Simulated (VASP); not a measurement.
A run of VASP 6.6.1:

INCAR

```
SYSTEM = HRh8
ALGO = Normal ; DIPOL = 0.5 0.5 0.305
EDIFF = 1E-6 ; ENCUT = 520
GGA = PE ; IDIPOL = 3
ISIF = 2 ; ISMEAR = 0
IVDW = 12 ; LASPH = .TRUE.
LCHARG = .TRUE. ; LDIPOL = .TRUE.
LELF = .TRUE. ; LREAL = .FALSE.
LVACPOTAV = .TRUE. ; LVHAR = .TRUE.
LWAVE = .FALSE. ; NBANDS = 70
NELM = 80 ; PREC = Accurate
SIGMA = 0.1
```

The input KPOINTS:

```
k-points
0
G
  5 7 1
  0 0 0
```

The input POSCAR:

```
HRh8
1.0
    5.3650160441      0.0000000000      0.0000000000
    0.0000000000      3.7936392259      0.0000000000
    0.0000000000      0.0000000000     21.2400770646
Rh H
8 1
Direct
    0.2500000000      0.5000000000      0.1883232338
    0.7500000000      0.5000000000      0.1883232338
    0.0000000000      0.0000000000      0.2514705570
    0.5000000000      0.0000000000      0.2514705570
    0.2500000000      0.5000000000      0.3153506346
    0.7500000000      0.5000000000      0.3153506346
    0.0000000000      0.0000000000      0.3738252475
    0.5000000000      0.0000000000      0.3738252475
    0.0833333333      0.5000000000      0.4915272686
```

Potentials or basis: VASP PAW PBE potentials, release 64 (Rh_pv, H).

Command:

```bash
$ cat potpaw_PBE.64/Rh_pv/POTCAR potpaw_PBE.64/H/POTCAR > POTCAR
$ mpirun -np 1 vasp_std > vasp.out
```

Hardware: 1 thread of Intel(R) Xeon(R) Platinum 8375C CPU @ 2.90GHz (Ice Lake), on a shared host.

Question: How long does it take, and how much memory?

Answer: Wall time 9.7 min on 1 thread of Intel(R) Xeon(R) Platinum 8375C CPU @ 2.90GHz (Ice Lake), with other jobs on the host, peak memory 0.56 GiB. Counts: scf iterations 32, k points 12.
